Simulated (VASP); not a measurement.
Input of a VASP 6.6.1 run:

INCAR

```
ALGO = Normal
DIPOL = 0.5 0.5 0.391
EDIFF = 1E-6
ENCUT = 520
GGA = PE
IDIPOL = 3
ISIF = 2
ISMEAR = 0
IVDW = 12
LASPH = True
LCHARG = False
LDIPOL = True
LREAL = False
LWAVE = False
NBANDS = 35
NELM = 100
PREC = Accurate
SIGMA = 0.05
```

The input KPOINTS:

```
k-points
0
Gamma
  9 9 1
```

POSCAR

```
WS2
1.0
    3.1595457497      0.0000000000      0.0000000000
   -1.5797728749      2.7362468836      0.0000000000
    0.0000000000      0.0000000000     23.8042575719
S W
4 2
Direct
    0.3333333333      0.6666666667      0.1890418126
    0.3333333333      0.6666666667      0.3214605103
    0.5000000000      1.0000000000      0.4596710800
    0.5000000000      1.0000000000      0.5920897776
    0.6666666667      0.3333333333      0.2552511581
    0.1666666667      1.3333333333      0.5258804254
```

Potentials or basis: VASP PAW PBE potentials, release 64 (S, W_sv).

Run with:

```bash
$ cat potpaw_PBE.64/S/POTCAR potpaw_PBE.64/W_sv/POTCAR > POTCAR
$ mpirun -np 1 vasp_std > vasp.out
```

(1) Predict the dispersion energy per atom.

(2) Estimate the largest force.

## Answers

(1) -0.357 eV.

(2) 0.056 eV/Å.
